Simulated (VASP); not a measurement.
Input of a VASP 6.6.1 run:

Contents of INCAR:

```
PREC = Accurate ; ENCUT = 700
EDIFF = 1E-6 ; ISMEAR = -1
SIGMA = 0.03 ; LREAL = F
LASPH = T ; NELM = 200
ALGO = Normal ; ISIF = 2
LWAVE = F ; LCHARG = T
ISPIN = 2 ; MAGMOM = 3 0
LORBIT = 11 ; LMAXMIX = 4
GGA = PE ; LELF = T
LVHAR = T ; NBANDS = 28
GGA_COMPAT = F
```

Contents of KPOINTS:

```
regular mesh
0
Gamma
  12 12 7
```

Contents of POSCAR:

```
FeCu
1.0
    1.4382720000     -1.9879340000      0.0000000000
    1.4382720000      1.9879340000      0.0000000000
    0.0000000000      0.0000000000      4.1381350000
Fe Cu
1 1
Direct
    0.0000000000      0.0000000000      0.0000000000
    0.5000000000      0.5000000000      0.5000000000
```

Potentials or basis: VASP PAW PBE potentials, release 64 (Fe_sv, Cu_sv_GW).

Command:

```bash
$ cat potpaw_PBE.64/Fe_sv/POTCAR potpaw_PBE.64/Cu_sv_GW/POTCAR > POTCAR
$ mpirun -np 1 vasp_std > vasp.out
```

What does it give for the site moments?

Fe +2.50; Cu +0.08 μB.

What does it give for the pressure?

-1.6 GPa.

Estimate the net moment.

2.62 μB per cell.

Stress tensor (GPa, compression positive):
```
-1.34  0.00  0.00
 0.00 -1.46  0.00
 0.00  0.00 -1.86
```
